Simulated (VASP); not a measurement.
Runs of VASP 6.6.1 on TaF3. The structure is that of space group Pm-3m (No. 221), or close to it. The cells are those of the table. 

```tsv
cell	gap on the mesh (eV)	pressure (GPa)
a = 3.784, b = 3.784, c = 3.901 Å, 4 atoms	none	30.4
a = 3.784, b = 3.784, c = 4.018 Å, 4 atoms	none	24.4
a = 3.901, b = 3.901, c = 3.784 Å, 4 atoms	none	(b)
a = 3.784 Å, 4 atoms	none	38.1
a = 4.018, b = 4.018, c = 3.784 Å, 4 atoms	none	12.3
a = 3.901, b = 3.901, c = 4.018 Å, 4 atoms	none	(a)
```

Alike in all rows: task single point; level LDA; potentials or basis VASP PAW LDA potentials, release 64 (Ta_pv, F); no spin polarisation; k mesh 12 × 12 × 12; cutoff (eV) 600; smearing gaussian 0.15 eV.

Estimate the missing entries.

(a) 11.1; (b) 23.1.

Caveats: spin-orbit coupling is left out, which moves the levels of the heavy elements.

A k mesh can miss the band edges, and the runs leave out spin-orbit coupling on Ta.

A gap of «none» marks levels without a gap at the run's occupations.
